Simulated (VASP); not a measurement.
# CaSi2N3 (P6/mmm) in VASP: notebook

The runs below take CaSi2N3 through single point, relaxation of cell and atoms, with PBE.

Program: VASP 6.6.1. These are calculated values, not measurements. Logs are shortened: lines on timing, memory, paths and dates and some standing lists are left out, and cuts for length are marked.

**1. The cell of the first run**

Symmetry: P6/mmm, No. 191, hexagonal system. The conventional cell has a = 5.201 Å, b = 5.201 Å, c = 2.605 Å, α = 90.00°, β = 90.00°, γ = 120.00°. Ca (site symmetry 6/mmm) has 2 Ca at 2.60 Å and 12 N at 2.91 Å and 6 Si at 3.00 Å within 3.4 Å. Si (site symmetry -6m2) has 6 N at 1.99 Å and 2 Si at 2.60 Å within 2.7 Å. N (site symmetry mmm) has 4 Si at 1.99 Å and 6 N at 2.60 Å within 2.7 Å.

The cell was generated, and may not be a known phase.

**2. Single point, PBE**

Input file INCAR:

```
SYSTEM = CaSi2N3
  PREC = Accurate
  ENCUT = 520
  EDIFF = 1E-6
  ISMEAR = 0
  SIGMA = 0.1
  LREAL = .FALSE.
  LASPH = .TRUE.
  NELM = 60
  ALGO = Fast
  ISIF = 2
  LWAVE = .FALSE.
  LCHARG = .FALSE.
  GGA = PE
  NBANDS = 26
```

Input file KPOINTS:

```
Automatic mesh
0
G
  12 12 14
  0 0 0
```

Input file POSCAR:

```
CaSi2N3
1.0
    5.2005417779      0.0000000000      0.0000000000
   -2.6002708890      4.5038012931      0.0000000000
    0.0000000000      0.0000000000      2.6047971509
Ca Si N
1 2 3
Direct
    0.0000000000      0.0000000000      0.0000000000
    0.3333333333      0.6666666667      0.0000000000
    0.6666666667      0.3333333333      0.0000000000
    0.5000000000      0.0000000000      0.5000000000
    0.5000000000      0.5000000000      0.5000000000
    0.0000000000      0.5000000000      0.5000000000
```

Potentials or basis: VASP PAW PBE potentials, release 64 (Ca_sv, Si, N).

Run with:

```bash
cat potpaw_PBE.64/Ca_sv/POTCAR potpaw_PBE.64/Si/POTCAR potpaw_PBE.64/N/POTCAR > POTCAR
mpirun -np 1 vasp_std > vasp.out
```

OUTCAR:

```text
SYSTEM = CaSi2N3
   PREC = Accurate
   ENCUT = 520
   EDIFF = 1E-6
   ISMEAR = 0
   LREAL = .FALSE.
   LASPH = .TRUE.
   NELM = 60
   ISIF = 2
   GGA = PE

 ion  position               nearest neighbor table
   1  0.000  0.000  0.000-   2 3.00   3 3.00   3 3.00   2 3.00   3 3.00   2 3.00
   2  0.333  0.667  0.000-   6 1.99   6 1.99   4 1.99   4 1.99   5 1.99   5 1.99   3 3.00   3 3.00
                             1 3.00   1 3.00   1 3.00   3 3.00
   3  0.667  0.333  0.000-   6 1.99   6 1.99   4 1.99   4 1.99   5 1.99   5 1.99   2 3.00   2 3.00
                             1 3.00   1 3.00   1 3.00   2 3.00
   4  0.500  0.000  0.500-   2 1.99   3 1.99   2 1.99   3 1.99
   5  0.500  0.500  0.500-   2 1.99   3 1.99   2 1.99   3 1.99
   6  0.000  0.500  0.500-   2 1.99   3 1.99   2 1.99   3 1.99

  LATTYP: Found a hexagonal cell.
 ALAT       =     5.2005417779
 C/A-ratio  =     0.5008703443

  Lattice vectors:

 A1 = (   5.2005417779,   0.0000000000,   0.0000000000)
 A2 = (  -2.6002708890,   4.5038012931,   0.0000000000)
 A3 = (   0.0000000000,   0.0000000000,   2.6047971509)

Analysis of symmetry for initial positions (statically):
=====================================================================
 Subroutine PRICEL returns:
 Original cell was already a primitive cell.

 Routine SETGRP: Setting up the symmetry group for a
 hexagonal supercell.

 Subroutine GETGRP returns: Found 24 space group operations
 (whereof 24 operations were pure point group operations)
 out of a pool of 24 trial point group operations.

The static configuration has the point symmetry D_6h.

Analysis of symmetry for dynamics (positions and initial velocities):
=====================================================================
 Subroutine PRICEL returns:
 Original cell was already a primitive cell.

 Routine SETGRP: Setting up the symmetry group for a
 hexagonal supercell.

 Subroutine GETGRP returns: Found 24 space group operations
 (whereof 24 operations were pure point group operations)
 out of a pool of 24 trial point group operations.

The dynamic configuration has the point symmetry D_6h.

 Subroutine INISYM returns: Found 24 space group operations
 (whereof 24 operations are pure point group operations),
 and found     1 'primitive' translations

----------------------------------------------------------------------------------------

                                     Primitive cell

  volume of cell :      61.0101

  direct lattice vectors                    reciprocal lattice vectors
     5.200541778  0.000000000  0.000000000     0.192287658  0.111017331  0.000000000
    -2.600270889  4.503801293  0.000000000     0.000000000  0.222034662  0.000000000
     0.000000000  0.000000000  2.604797151     0.000000000  0.000000000  0.383907054

  length of vectors
     5.200541778  5.200541778  2.604797151     0.222034662  0.222034662  0.383907054

  position of ions in fractional coordinates (direct lattice)
     0.000000000  0.000000000  0.000000000
     0.333333333  0.666666667  0.000000000
     0.666666667  0.333333333  0.000000000
     0.500000000  0.000000000  0.500000000
     0.500000000  0.500000000  0.500000000
     0.000000000  0.500000000  0.500000000

  ion indices of the primitive-cell ions
   primitive index   ion index
                 1           1
                 2           2
                 3           3
                 4           4
                 5           5
                 6           6

----------------------------------------------------------------------------------------

 KPOINTS: Automatic mesh

Automatic generation of k-mesh.
 Grid dimensions read from file:
 generate k-points for:   12   12   14

 Generating k-lattice:

  Cartesian coordinates                     Fractional coordinates (reciprocal lattice)
     0.016023972  0.009251444  0.000000000     0.083333333 -0.000000000  0.000000000
     0.000000000  0.018502889  0.000000000     0.000000000  0.083333333  0.000000000
     0.000000000  0.000000000  0.027421932     0.000000000  0.000000000  0.071428571

  Length of vectors
     0.018502889  0.018502889  0.027421932

  Shift w.r.t. Gamma in fractional coordinates (k-lattice)
     0.000000000  0.000000000  0.000000000

 Subroutine IBZKPT returns following result:
 ===========================================

 Found    152 irreducible k-points:

 Following reciprocal coordinates:
            Coordinates               Weight
  0.000000  0.000000  0.000000      1.000000
  0.083333  0.000000  0.000000      6.000000
  0.166667  0.000000  0.000000      6.000000
  0.250000 -0.000000  0.000000      6.000000
  0.333333 -0.000000  0.000000      6.000000
  0.416667 -0.000000  0.000000      6.000000
[... 16 lines left out ...]
  0.250000 -0.000000  0.071429     12.000000
  0.333333 -0.000000  0.071429     12.000000
 [... further k-points ...]
   k-points           NKPTS =    152   k-points in BZ     NKDIM =    152   number of bands    NBANDS=     26
   number of dos      NEDOS =    301   number of ions     NIONS =      6
   total plane-waves  NPLWV =  32000
   dimension x,y,z NGX =    40 NGY =   40 NGZ =   20
   dimension x,y,z NGXF=    80 NGYF=   80 NGZF=   40
   ions per type =               1   2   3
   NGX,Y,Z   is equivalent  to a cutoff of  12.79, 12.79, 12.76 a.u.
   NGXF,Y,Z  is equivalent  to a cutoff of  25.57, 25.57, 25.53 a.u.
 SYSTEM =  CaSi2N3
   PREC   = accura    normal or accurate (medium, high low for compatibility)
   ISTART =      0    job   : 0-new  1-cont  2-samecut
   ICHARG =      2    charge: 1-file 2-atom 10-const
   ISPIN  =      1    spin polarized calculation?
   LNONCOLLINEAR =      F non collinear calculations
   LSORBIT =      F    spin-orbit coupling
   LASPH  =      T    aspherical Exc in radial PAW
   ENCUT  =  520.0 eV  38.22 Ry    6.18 a.u.   9.67  9.67  4.84*2*pi/ulx,y,z
   NELM   =     60;   NELMIN=  2; NELMDL= -5     # of ELM steps
   EDIFF  = 0.1E-05   stopping-criterion for ELM
   LREAL  =      F    real-space projection
   EDIFFG = 0.1E-04   stopping-criterion for IOM
   NSW    =      0    number of steps for IOM
   IBRION =     -1    ionic relax: 0-MD 1-quasi-New 2-CG
   NFREE  =      0    steps in history (QN), initial steepest desc. (CG)
   ISIF   =      2    stress and relaxation
   ISYM   =      2    0-nonsym 1-usesym 2-fastsym
   POTIM  = 0.5000    time-step for ionic-motion
   TEBEG  =    0.0;   TEEND  =   0.0 temperature during run
   PSTRESS=    0.0 pullay stress
   NELECT =      33.0000    total number of electrons
   NUPDOWN=      -1.0000    fix difference up-down
   EMIN   =  10.00;   EMAX   =-10.00  energy-range for DOS
   EFERMI =   0.00;   METHOD = LEGACY
   ISMEAR =     0;   SIGMA  =   0.10  broadening in eV -4-tet -1-fermi 0-gaus
   EFERMI_NEDOS =   21; number of points for ismear=-14 and -15
   IALGO  =     68    algorithm
   IMIX   =      4    mixing-type and parameters
     AMIX     =   0.40;   BMIX     =  1.00
     AMIX_MAG =   1.60;   BMIX_MAG =  1.00
  volume/ion in A,a.u.               =      10.17        68.62
  Fermi-wavevector in a.u.,A,eV,Ry     =   1.333866  2.520641 24.207469  1.779199
  Thomas-Fermi vector in A             =   2.462692
   LORBIT       =      0    0 simple, 1 ext, 2 COOP (PROOUT), +10 PAW based schemes
   GGA     = PE    functional components
   LHFCALC =     F    Hartree Fock is set to
   AEXX    =    0.0000 exact exchange contribution
   IVDW    =     0    specifies the selected vdW correction
   LEPSILON=     F    determine dielectric tensor
   LRPA    =     F    only Hartree local field effects (RPA)
 non-spin polarized calculation
 RMM-DIIS sequential band-by-band and
 Gauss-broadening in eV      SIGMA  =   0.10
  energy-cutoff  :      520.00
  volume of cell :       61.01
 maximum number of plane-waves:      1677
 NGX is ok and might be reduce to    40
   NGX = 19   NGY = 19   NGZ =  9

 number of electron      32.9999994 magnetization

 Free energy of the ion-electron system (eV)
  ---------------------------------------------------
  ext. energy  EPLUGINS =         0.00000000
  ---------------------------------------------------
  free energy    TOTEN  =       -37.57628755 eV

  energy without entropy =      -37.57087013  energy(sigma->0) =      -37.57357884

 E-fermi :   9.8217     XC(G=0): -11.8249

 val. band max:        9.8142958095   @ k =   0.1667   0.0833   0.2857
 cond. band min:       9.8333654359   @ k =   0.2500   0.1667   0.5000
 fundamental gap:      0.0190696264
 Fermi energy:         9.8216610578

 k-point     1 :       0.0000    0.0000    0.0000
  band No.  band energies     occupation
      1     -32.3864      2.00000
      2     -13.3818      2.00000
      3     -13.3818      2.00000
      4     -12.3122      2.00000
      5      -9.6949      2.00000
      6      -6.1831      2.00000
[... 18 lines left out ...]
     25      16.8894      0.00000
     26      18.1269      0.00000

 k-point     2 :       0.0833    0.0000    0.0000
  band No.  band energies     occupation
      1     -32.3864      2.00000
      2     -13.3881      2.00000
      3     -13.3830      2.00000
      4     -12.3121      2.00000
      5      -9.6538      2.00000
      6      -6.3117      2.00000
[... 18 lines left out ...]
     25      16.7120      0.00000
     26      16.8699      0.00000

 k-point     3 :       0.1667    0.0000    0.0000
  band No.  band energies     occupation
      1     -32.3863      2.00000
      2     -13.4050      2.00000
      3     -13.3863      2.00000
      4     -12.3120      2.00000
      5      -9.5340      2.00000
      6      -6.6316      2.00000
[... 572 lines left out ...]
 k-point    23 :       0.2500   -0.0000    0.0714
  band No.  band energies     occupation
      1     -32.3658      2.00000
      2     -13.4081      2.00000
      3     -13.3731      2.00000
      4     -12.4402      2.00000
      5      -9.2614      2.00000
      6      -6.9560      2.00000
[... 18 lines left out ...]
     25      16.0758      0.00000
     26      16.6189      0.00000

 k-point    24 :       0.3333   -0.0000    0.0714
  band No.  band energies     occupation
      1     -32.3656      2.00000
      2     -13.4288      2.00000
      3     -13.3774      2.00000
      4     -12.4396      2.00000
      5      -9.0259      2.00000
      6      -7.3632      2.00000
[... 18 lines left out ...]
     25      15.9844      0.00000
     26      16.3878      0.00000

 [... further k-points ...]

------------------------ aborting loop because EDIFF is reached ----------------------------------------

  FORCE on cell =-STRESS in cart. coord.  units (eV):
  Direction    XX          YY          ZZ          XY          YZ          ZX
  --------------------------------------------------------------------------------------
  -------------------------------------------------------------------------------------
  Total        0.0583223      0.0583223      0.1304128     -0.0000000     -0.0000000      0.0000000
  in kB        1.5315924      1.5315924      3.4247513     -0.0000000     -0.0000000      0.0000000
  external PRESSURE =       2.1626454 kB  Pullay stress =       0.0000000 kB

 VOLUME and BASIS-vectors are now :
 -----------------------------------------------------------------------------
  energy-cutoff  :      520.00
  volume of cell :       61.01
      direct lattice vectors                 reciprocal lattice vectors
     5.200541778  0.000000000  0.000000000     0.192287658  0.111017331  0.000000000
    -2.600270889  4.503801293  0.000000000     0.000000000  0.222034662  0.000000000
     0.000000000  0.000000000  2.604797151     0.000000000  0.000000000  0.383907054

 POSITION                                       TOTAL-FORCE (eV/Angst)
 -----------------------------------------------------------------------------------
      0.00000      0.00000      0.00000         0.000000      0.000000      0.000000
     -0.00000      3.00253      0.00000         0.000000      0.000000      0.000000
      2.60027      1.50127      0.00000        -0.000000     -0.000000     -0.000000
      2.60027      0.00000      1.30240         0.000000      0.000000      0.000000
      1.30014      2.25190      1.30240         0.000000      0.000000      0.000000
     -1.30014      2.25190      1.30240         0.000000      0.000000      0.000000
 -----------------------------------------------------------------------------------
    total drift:                               -0.000000      0.000000     -0.000000

  FREE ENERGIE OF THE ION-ELECTRON SYSTEM (eV)
  ---------------------------------------------------
  free  energy   TOTEN  =       -37.5762875481 eV

  energy  without entropy=      -37.5708701308  energy(sigma->0) =      -37.57357884
```

It took 7.3 min on 1 thread of Oxide Virtual Turin-like, shared host; peak memory 0.3 GiB.

Results:

```yaml
Free_energy: -37.5763 eV
Pressure: 0.2 GPa
Band_gap_on_the_k_mesh: zero (an odd number of electrons rules out a gap without spin polarisation)
```

Levels at points of the mesh, in eV from the Fermi level:
| k point | band 15 | band 16 | band 17 | band 18 | band 19 | band 20 |
| --- | --- | --- | --- | --- | --- | --- |
| (0.00, 0.00, 0.00) | -1.52 | -1.31 | -0.56 | 1.00 | 1.50 | 1.50 |
| (0.50, 0.00, 0.00) | -2.21 | -1.55 | -0.18 | 2.08 | 2.60 | 4.03 |
| (0.00, 0.00, 0.50) | -1.58 | -1.58 | -0.34 | 1.20 | 1.20 | 2.85 |
| (0.50, 0.00, 0.50) | -3.42 | -1.79 | -0.82 | 0.78 | 1.08 | 1.41 |

**3. Relaxation of cell and atoms, PBE**

This run uses another cell than the first one, of 13.15 Å³/atom.

Input file INCAR:

```
  PREC = Accurate
  ENCUT = 600
  EDIFF = 1E-7
  ISMEAR = 0
  SIGMA = 0.1
  LREAL = False
  LASPH = True
  NELM = 100
  ALGO = Fast
  ISIF = 3
  LWAVE = False
  LCHARG = False
  GGA = PE
  IBRION = 2
  NSW = 90
  EDIFFG = -0.04
```

Input file KPOINTS:

```
Automatic mesh
0
Gamma
  6 6 6
```

Input file POSCAR:

```
CaSi2N3
1.0
    5.3175034300      0.0000000000      0.0000000000
   -2.6587517100      4.6050930500      0.0000000000
    0.0000000000      0.0000000000      3.2214362700
Ca Si N
1 2 3
Direct
    0.0000000000      0.0000000000      0.0000000000
    0.3333333300      0.6666666700      0.0000000000
    0.6666666700      0.3333333300      0.0000000000
    0.5000000000      0.0000000000      0.5000000000
    0.5000000000      0.5000000000      0.5000000000
    0.0000000000      0.5000000000      0.5000000000
```

Potentials or basis: VASP PAW PBE potentials, release 64 (Ca_sv, Si, N).

Run with:

```bash
cat potpaw_PBE.64/Ca_sv/POTCAR potpaw_PBE.64/Si/POTCAR potpaw_PBE.64/N/POTCAR > POTCAR
mpirun -np 1 vasp_std > vasp.out
```

It took 16 min on 1 thread of Oxide Virtual Turin-like, shared host; peak memory 0.23 GiB.

Results (log left out):

| Quantity | Value |
| --- | --- |
| Free energy | -37.5762 eV |
| Relaxed volume | 10.18 Å³/atom |
| Relaxed cell | a = 5.203 Å, b = 5.203 Å, c = 2.604 Å, α = 90.00°, β = 90.00°, γ = 120.00° |
| Space group after relaxing (to 0.1 Å) | P6/mmm (No. 191) |
| Energy gained by relaxing | 698.0 meV/atom |
| Ionic steps | 7 |
| Pressure after relaxing | -0.1 GPa |
| Band gap on the k mesh | zero (an odd number of electrons rules out a gap without spin polarisation) |

Step by step:
| step | energy change (eV) | largest force (eV/Å) | pressure (GPa) | volume (Å³) |
| --- | --- | --- | --- | --- |
| 1 | 0.0000 | 0.0000 | -17.58 | 78.89 |
| 2 | -3.3758 | 0.0000 | 1.08 | 61.99 |
| 3 | -3.9855 | 0.0000 | -10.58 | 65.60 |
| 4 | -4.0970 | 0.0000 | 10.08 | 58.02 |
| 5 | -4.1806 | 0.0000 | 0.78 | 60.84 |
| 6 | -4.1755 | 0.0000 | -1.05 | 61.34 |
| 7 | -4.1877 | 0.0000 | -0.05 | 61.06 |

Final structure:
```yaml
crystal:
  lattice:
    - [5.20329, 0.00000, 0.00000]
    - [-2.60164, 4.50618, 0.00000]
    - [0.00000, 0.00000, 2.60418]
  atoms:
    - { symbol: Ca, position: [0.00000, 0.00000, 0.00000] }
    - { symbol: Si, position: [0.33333, 0.66667, 0.00000] }
    - { symbol: Si, position: [0.66667, 0.33333, 0.00000] }
    - { symbol: N, position: [0.50000, 0.00000, 0.50000] }
    - { symbol: N, position: [0.50000, 0.50000, 0.50000] }
    - { symbol: N, position: [0.00000, 0.50000, 0.50000] }
```

Levels at points of the mesh, in eV from the Fermi level:
```
           k point  band 13  band 14  band 15  band 16  band 17  band 18  band 19  band 20
(0.00, 0.00, 0.00)    -2.35    -1.48    -1.48    -1.28    -0.43     1.04     1.57     1.57
(0.50, 0.00, 0.00)    -2.76    -2.23    -2.17    -1.52    -0.04     2.16     2.62     4.11
(0.00, 0.00, 0.50)    -5.50    -3.82    -1.53    -1.53    -0.30     1.23     1.23     2.96
(0.50, 0.00, 0.50)    -3.62    -3.40    -3.37    -1.77    -0.79     0.91     1.14     1.42
```

Caveat: the volume moved by over 15 % at a fixed basis, so the end points are rough.

**4. Single point, PBE, collinear spin, ferromagnetic start**

Input file INCAR:

```
SYSTEM = CaSi2N3
PREC = Accurate ; ENCUT = 520
EDIFF = 1E-6 ; ISMEAR = 0
SIGMA = 0.1 ; LREAL = .FALSE.
LASPH = .TRUE. ; NELM = 150
ALGO = Fast ; ISIF = 2
LWAVE = .FALSE. ; LCHARG = .FALSE.
ISPIN = 2 ; MAGMOM = 0 0 0 1 1 1
LORBIT = 11 ; GGA = PE
NBANDS = 30
```

Input file KPOINTS:

```
regular mesh
0
G
  6 6 6
  0 0 0
```

Input file POSCAR:

```
CaSi2N3
1.0
    5.2049699354      0.0000000000      0.0000000000
   -2.6024849677      4.5076361900      0.0000000000
    0.0000000000      0.0000000000      2.6041188559
Ca Si N
1 2 3
Direct
    0.0000000000      0.0000000000      0.0000000000
    0.3333333333      0.6666666667      0.0000000000
    0.6666666667      0.3333333333      0.0000000000
    0.5000000000      0.0000000000      0.5000000000
    0.5000000000      0.5000000000      0.5000000000
    0.0000000000      0.5000000000      0.5000000000
```

Run with:

```bash
cat potpaw_PBE.64/Ca_sv/POTCAR potpaw_PBE.64/Si/POTCAR potpaw_PBE.64/N/POTCAR > POTCAR
mpirun -np 1 vasp_std > vasp.out
```

Wall time 3.4 min (1 thread of Oxide Virtual Turin-like, shared host); peak memory 0.21 GiB.

The run converged. Its results:

```yaml
Free_energy: -37.5481 eV
Pressure: -0.1 GPa
Net_moment: 0.00 μB per cell
Valence_electrons_inside_the_program's_atomic_spheres: Ca 8.32; Si 1.45; N 3.76
```

Stress tensor (GPa, compression positive):
```
-0.10  0.00  0.00
 0.00 -0.10  0.00
 0.00  0.00  0.05
```

Levels at points of the mesh, in eV from the Fermi level:
Spin up:
```
           k point  band 15  band 16  band 17  band 18  band 19  band 20
(0.00, 0.00, 0.00)    -1.48    -1.28    -0.43     1.04     1.57     1.57
(0.50, 0.00, 0.00)    -2.16    -1.51    -0.04     2.16     2.62     4.11
(0.00, 0.00, 0.50)    -1.54    -1.54    -0.30     1.23     1.23     2.96
(0.50, 0.00, 0.50)    -3.37    -1.77    -0.79     0.90     1.14     1.42
```
Spin down:
| k point | band 15 | band 16 | band 17 | band 18 | band 19 | band 20 |
| --- | --- | --- | --- | --- | --- | --- |
| (0.00, 0.00, 0.00) | -1.48 | -1.28 | -0.43 | 1.04 | 1.57 | 1.57 |
| (0.50, 0.00, 0.00) | -2.16 | -1.51 | -0.04 | 2.16 | 2.62 | 4.11 |
| (0.00, 0.00, 0.50) | -1.54 | -1.54 | -0.30 | 1.23 | 1.23 | 2.96 |
| (0.50, 0.00, 0.50) | -3.37 | -1.77 | -0.79 | 0.90 | 1.14 | 1.41 |

Caveat: the k points lie up to 0.40 Å⁻¹ apart.

(Continued in part 2 of 2.)

The gap in the log of VASP goes by the Fermi energy; the results here count the filled bands.